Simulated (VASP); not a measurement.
A run of VASP 6.6.1:

The input INCAR:

```
SYSTEM = Pt
  PREC = Accurate
  ENCUT = 500
  EDIFF = 1E-7
  ISMEAR = -1
  SIGMA = 0.05
  LREAL = .False.
  LASPH = .True.
  NELM = 120
  ALGO = Normal
  ISIF = 3
  LWAVE = .False.
  LCHARG = .False.
  GGA = PS
  IBRION = 2
  NSW = 100
  EDIFFG = -0.005
  GGA_COMPAT = .False.
  NELMIN = 4
```

File KPOINTS:

```
regular mesh
0
Gamma
  14 14 14
  0 0 0
```

File POSCAR:

```
Pt
1.0
    0.0000000000      1.9609000000      1.9609000000
    1.9609000000      0.0000000000      1.9609000000
    1.9609000000      1.9609000000      0.0000000000
Pt
1
Direct
    0.0000000000      0.0000000000      0.0000000000
```

Potentials or basis: VASP PAW PBE potentials, release 64 (Pt).

The run is started by

```bash
$ cat potpaw_PBE.64/Pt/POTCAR > POTCAR
$ mpirun -np 1 vasp_std > vasp.out
```

Hardware: 1 thread of Intel(R) Xeon(R) Platinum 8259CL CPU @ 2.50GHz (Skylake/Cascade Lake), with other jobs on the host.

Problem. Estimate the wall time of this run.

Solution. Run time: 24 s on 1 thread of Intel(R) Xeon(R) Platinum 8259CL CPU @ 2.50GHz (Skylake/Cascade Lake), with other jobs on the host, peak memory 0.14 GiB. Counts: scf iterations 26, k points 104, ion steps 3.
